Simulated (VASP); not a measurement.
# CsCl (Pm-3m) in VASP: further runs, part 2 of 2

VASP 6.6.1.

## Step 3: Single point, PBE

INCAR reads:

```
PREC = Accurate
ENCUT = 500
EDIFF = 1E-6
ISMEAR = 0
SIGMA = 0.01
LREAL = F
LASPH = T
NELM = 120
ALGO = Normal
ISIF = 2
LWAVE = F
LCHARG = T
GGA = PE
LELF = T
LVHAR = T
NBANDS = 15
GGA_COMPAT = F
```

KPOINTS reads:

```
regular mesh
0
Gamma
  6 6 6
```

POSCAR reads:

```
CsCl
1.0
    4.1406758780      0.0000000000      0.0000000000
    0.0000000000      4.1406758780      0.0000000000
    0.0000000000      0.0000000000      4.1406758780
Cs Cl
1 1
Direct
    0.0000000000      0.0000000000      0.0000000000
    0.5000000000      0.5000000000      0.5000000000
```

Potentials or basis: VASP PAW PBE potentials, release 64 (Cs_sv, Cl).

Launch:

```sh
$ cat potpaw_PBE.64/Cs_sv/POTCAR potpaw_PBE.64/Cl/POTCAR > POTCAR
$ mpirun -np 1 vasp_std > vasp.out
```

OUTCAR:

```text
PREC = Accurate
   ENCUT = 500
   EDIFF = 1E-6
   ISMEAR = 0
   LREAL = F
   LASPH = T
   NELM = 120
   ISIF = 2
   GGA = PE

 ion  position               nearest neighbor table
   1  0.000  0.000  0.000-
   2  0.500  0.500  0.500-

  LATTYP: Found a simple cubic cell.
 ALAT       =     4.1406758780

  Lattice vectors:

 A1 = (   4.1406758780,   0.0000000000,   0.0000000000)
 A2 = (   0.0000000000,   4.1406758780,   0.0000000000)
 A3 = (   0.0000000000,   0.0000000000,   4.1406758780)

Analysis of symmetry for initial positions (statically):
=====================================================================
 Subroutine PRICEL returns:
 Original cell was already a primitive cell.

 Routine SETGRP: Setting up the symmetry group for a
 simple cubic supercell.

 Subroutine GETGRP returns: Found 48 space group operations
 (whereof 48 operations were pure point group operations)
 out of a pool of 48 trial point group operations.

The static configuration has the point symmetry O_h .

Analysis of symmetry for dynamics (positions and initial velocities):
=====================================================================
 Subroutine PRICEL returns:
 Original cell was already a primitive cell.

 Routine SETGRP: Setting up the symmetry group for a
 simple cubic supercell.

 Subroutine GETGRP returns: Found 48 space group operations
 (whereof 48 operations were pure point group operations)
 out of a pool of 48 trial point group operations.

The dynamic configuration has the point symmetry O_h .

 Subroutine INISYM returns: Found 48 space group operations
 (whereof 48 operations are pure point group operations),
 and found     1 'primitive' translations

----------------------------------------------------------------------------------------

                                     Primitive cell

  volume of cell :      70.9927

  direct lattice vectors                    reciprocal lattice vectors
[... 110 lines left out ...]
   IVDW    =     0    specifies the selected vdW correction
   LEPSILON=     F    determine dielectric tensor
   LRPA    =     F    only Hartree local field effects (RPA)
 non-spin polarized calculation
 Gauss-broadening in eV      SIGMA  =   0.01
  energy-cutoff  :      500.00
  volume of cell :       70.99
 maximum number of plane-waves:      1856
   NGX = 15   NGY = 15   NGZ = 15

 number of electron      15.9999997 magnetization

 Free energy of the ion-electron system (eV)
  ---------------------------------------------------
  ext. energy  EPLUGINS =         0.00000000
  ---------------------------------------------------
  free energy    TOTEN  =        -6.53224818 eV

  energy without entropy =       -6.53224818  energy(sigma->0) =       -6.53224818

 E-fermi :  -0.3280     XC(G=0):  -8.1984

 val. band max:       -0.3832538011   @ k =   0.0000   0.0000   0.0000
 cond. band min:       4.8190093448   @ k =   0.0000   0.0000   0.0000
 fundamental gap:      5.2022631459
 Fermi energy:        -0.3279869606

 k-point     1 :       0.0000    0.0000    0.0000
  band No.  band energies     occupation
      1     -19.7826      2.00000
      2     -12.5437      2.00000
      3      -6.2783      2.00000
      4      -6.2783      2.00000
      5      -6.2783      2.00000
      6      -0.3833      2.00000
      7      -0.3833      2.00000
      8      -0.3833      2.00000
      9       4.8190      0.00000
     10       5.0225      0.00000
     11       5.0225      0.00000
     12       9.5980      0.00000
     13       9.5980      0.00000
     14       9.5980      0.00000
[... 329 lines left out ...]
      2     -12.3814      2.00000
      3      -6.7947      2.00000
      4      -6.7947      2.00000
      5      -6.7947      2.00000
      6      -1.4477      2.00000
      7      -1.4477      2.00000
      8      -1.4477      2.00000
      9       8.0552      0.00000
     10       8.0552      0.00000
     11       8.0552      0.00000
     12      10.0708      0.00000
     13      10.0708      0.00000
     14      10.0708      0.00000
     15      11.9669      0.00000

------------------------ aborting loop because EDIFF is reached ----------------------------------------

  FORCE on cell =-STRESS in cart. coord.  units (eV):
  Direction    XX          YY          ZZ          XY          YZ          ZX
  --------------------------------------------------------------------------------------
  -------------------------------------------------------------------------------------
  Total        0.3445295      0.3445295      0.3445295      0.0000000      0.0000000     -0.0000000
  in kB        7.7754092      7.7754092      7.7754092      0.0000000      0.0000000     -0.0000000
  external PRESSURE =       7.7754092 kB  Pullay stress =       0.0000000 kB

 VOLUME and BASIS-vectors are now :
 -----------------------------------------------------------------------------
  energy-cutoff  :      500.00
  volume of cell :       70.99
      direct lattice vectors                 reciprocal lattice vectors
     4.140675878  0.000000000  0.000000000     0.241506466  0.000000000  0.000000000
     0.000000000  4.140675878  0.000000000     0.000000000  0.241506466  0.000000000
     0.000000000  0.000000000  4.140675878     0.000000000  0.000000000  0.241506466

 POSITION                                       TOTAL-FORCE (eV/Angst)
 -----------------------------------------------------------------------------------
      0.00000      0.00000      0.00000         0.000000      0.000000      0.000000
      2.07034      2.07034      2.07034         0.000000      0.000000      0.000000
 -----------------------------------------------------------------------------------
    total drift:                                0.000000      0.000000      0.000000

  FREE ENERGIE OF THE ION-ELECTRON SYSTEM (eV)
  ---------------------------------------------------
  free  energy   TOTEN  =        -6.5322481791 eV

  energy  without entropy=       -6.5322481791  energy(sigma->0) =       -6.53224818
```

Run time: 14 s. Hardware: 1 thread of Intel Xeon Platinum 8259CL at 2.50GHz (Skylake/Cascade Lake), shared host; peak memory 0.17 GiB.

Results:

* Free energy: -6.5322 eV
* Pressure: 0.8 GPa
* Band gap on the k mesh: 5.20 eV, direct

Levels at points of the mesh, in eV from the valence-band top:
```csv
k point,band 4,band 5,band 6,band 7,band 8,band 9,band 10,band 11,band 12,band 13
"(0.00, 0.00, 0.00)",-5.89,-5.89,0.00,0.00,0.00,5.20,5.41,5.41,9.98,9.98
"(0.50, 0.00, 0.00)",-5.76,-5.76,-1.14,-0.23,-0.23,6.41,7.55,8.80,9.27,9.45
"(0.50, 0.50, 0.00)",-6.64,-5.68,-0.42,-0.42,-0.05,5.94,6.01,7.97,7.97,11.84
"(0.50, 0.50, 0.50)",-6.41,-6.41,-1.06,-1.06,-1.06,8.44,8.44,8.44,10.45,10.45
```

Caveat: spin-orbit coupling is left out, which moves the levels of the heavy elements. A hybrid or GW would open this gap; PBE tends to underestimate it.

## Step 4: Single point, r2SCAN

POSCAR is that of step 3.

INCAR.step1 reads:

```
SYSTEM = CsCl
PREC     = Accurate       ! precision mode
ENCUT    = 550            ! plane-wave cutoff, eV
ISMEAR   = 0              ! smearing method
SIGMA    = 0.01           ! smearing width, eV
LREAL    = .False.        ! projectors in reciprocal space
LASPH    = .True.         ! aspherical terms in the spheres
NELM     = 120            ! most SCF steps
NBANDS   = 15             ! bands
GGA      = PE             ! functional
ALGO     = Normal         ! electronic algorithm
EDIFF    = 1E-5           ! SCF threshold, eV
LWAVE    = .True.         ! write WAVECAR
LCHARG   = .False.        ! write CHGCAR
GGA_COMPAT= .False.
```

INCAR.step2 reads:

```
SYSTEM = CsCl
PREC     = Accurate       ! precision mode
ENCUT    = 550            ! plane-wave cutoff, eV
EDIFF    = 1E-6           ! SCF threshold, eV
ISMEAR   = 0              ! smearing method
SIGMA    = 0.01           ! smearing width, eV
LREAL    = .False.        ! projectors in reciprocal space
LASPH    = .True.         ! aspherical terms in the spheres
NELM     = 120            ! most SCF steps
ALGO     = Normal         ! electronic algorithm
ISIF     = 2              ! what is computed and relaxed
LWAVE    = .False.        ! write WAVECAR
LCHARG   = .True.         ! write CHGCAR
METAGGA  = R2SCAN         ! meta-GGA
LMIXTAU  = .True.       
LELF     = .True.         ! ELF
LVHAR    = .True.       
NBANDS   = 15             ! bands
ISTART   = 1            
GGA_COMPAT= .False.
```

KPOINTS reads:

```
Automatic mesh
0
Gamma
  6 6 6
  0 0 0
```

Launch:

```sh
$ cat potpaw_PBE.64/Cs_sv/POTCAR potpaw_PBE.64/Cl/POTCAR > POTCAR
$ cp INCAR.step1 INCAR
$ mpirun -np 1 vasp_std > vasp.out
$ cp INCAR.step2 INCAR
$ mpirun -np 1 vasp_std > vasp.out
```

Run time: 47 s. Hardware: 1 thread of Intel Xeon Platinum 8259CL at 2.50GHz (Skylake/Cascade Lake), shared host; peak memory 0.19 GiB.

It converged, with:

```yaml
Free_energy: -35.5252 eV
Pressure: 0.0 GPa
Band_gap_on_the_k_mesh: 5.91 eV, direct
```

Levels at points of the mesh, in eV from the valence-band top:
```csv
k point,band 4,band 5,band 6,band 7,band 8,band 9,band 10,band 11,band 12,band 13
"(0.00, 0.00, 0.00)",-6.02,-6.02,0.00,0.00,0.00,5.91,5.91,5.99,10.70,10.70
"(0.50, 0.00, 0.00)",-5.88,-5.88,-1.12,-0.23,-0.23,6.94,8.24,9.57,9.89,10.16
"(0.50, 0.50, 0.00)",-6.78,-5.80,-0.43,-0.43,-0.05,6.55,6.64,8.62,8.62,12.74
"(0.50, 0.50, 0.50)",-6.54,-6.54,-1.07,-1.07,-1.07,9.12,9.12,9.12,11.24,11.24
```

Caveat: the PAW data sets were made with another functional, which shifts forces and pressure a little; spin-orbit coupling is left out, which moves the levels of the heavy elements. A k mesh can miss the band edges.
